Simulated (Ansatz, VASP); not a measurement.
Pb in VASP and in Ansatz

```
Pb
1.0
     3.21721   -1.72958    0.61063
     3.21721    1.72958    0.61063
    -0.21529    0.00000   11.49700
Pb
4
Direct
  0.12470 0.62491 0.12499
  0.37509 0.87530 0.37501
  0.87530 0.37509 0.87501
  0.62491 0.12470 0.62499
```

Alike in both runs: functional PBE; k mesh 6 × 6 × 2; occupations gaussian, width 0.1 eV; no spin polarisation.

Ansatz relaxed the structure, and its values are those at the end. VASP's run is a single point on that final structure, the one shown.

|  | VASP | Ansatz |
| --- | --- | --- |
| version | VASP 6.6.1 | Ansatz 0.2.0 |
| potentials or method | VASP PAW PBE potentials, release 64 (Pb_d), cutoff 520 eV | scalar-relativistic, plane waves, PAW |
| valence electrons in the cell | 56 | 56 |

|  | VASP | Ansatz | Ansatz less VASP |
| --- | --- | --- | --- |
| gap on the k mesh at the Fermi level (eV) | none | none | - |
| pressure (GPa) | -0.1 | -0.1 | +0.06 |

A gap of «none» marks a metal or a gap that the smearing closes.

Spin-orbit coupling is off throughout.
